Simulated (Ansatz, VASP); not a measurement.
# Ti2Al6H in VASP and in Ansatz

```
Al Ti H
1.0
     5.02419    0.00000    0.00000
     2.15888    4.53670    0.00000
     0.00000    0.00000   21.21871
Al Ti H
6 2 1
Direct
  0.50000 0.00000 0.18851
  0.00000 0.50000 0.18851
  0.00000 0.00000 0.25173
  0.00000 0.50000 0.31935
  0.50000 0.00000 0.31935
  0.50000 0.50000 0.38262
  0.50000 0.50000 0.25173
  0.00000 0.00000 0.37970
  0.66667 0.66667 0.50044
```

Alike in both runs: task single point; functional PBE; dispersion D3(BJ); k mesh 6 × 6 × 1; occupations gaussian, width 0.1 eV; no spin polarisation.

```csv
,VASP,Ansatz
version,VASP 6.6.1,Ansatz 0.2.0
potentials or method,"VASP PAW PBE potentials, release 64 (Al, Ti_sv, H), cutoff 520 eV","scalar-relativistic, plane waves, PAW"
valence electrons in the cell,43,43
```

|  | VASP | Ansatz | Ansatz less VASP |
| --- | --- | --- | --- |
| gap on the k mesh at the Fermi level (eV) | none | none | - |
| rms of the force components (eV/Å) | 0.348 | 0.348 | 0.0000 |

A gap of «none» marks a metal or a gap that the smearing closes.
